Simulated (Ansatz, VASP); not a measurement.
# Pt: VASP beside Ansatz

```
Pt
1.0
     2.76889    0.00000    0.00000
    -1.38444    2.39793    0.00000
     0.00000    0.00000   24.04315
Pt
5
Direct
  0.66667 0.33333 0.31194
  0.33333 0.66667 0.40597
  0.00000 0.00000 0.50000
  0.66667 0.33333 0.59403
  0.33333 0.66667 0.68806
```

Alike in both runs: task single point; functional PBE; k mesh 11 × 11 × 1; occupations fermi-dirac, width 0.05 eV; no spin polarisation.

```csv
,VASP,Ansatz
version,VASP 6.6.1,Ansatz 0.2.0
potentials or method,"VASP PAW PBE potentials, release 64 (Pt)",Ansatz PAW
plane-wave cutoff (eV),520,420
valence electrons in the cell,50,90
```

```tsv
	VASP	Ansatz	Ansatz less VASP
gap on the k mesh at the Fermi level (eV)	none	none	-
rms of the force components (eV/Å)	0.203	0.211	+0.0086
```

Atom by atom the forces differ by 0.009 eV/Å (rms over components). A gap of «none» marks a metal or a gap that the smearing closes. With one functional, cell and mesh, what is left measures potentials, basis and numerics. VASP's potentials hold 50 valence electrons a cell and Ansatz's 90, so a difference there can come from the potentials and not from the codes.

Spin-orbit coupling is off throughout.
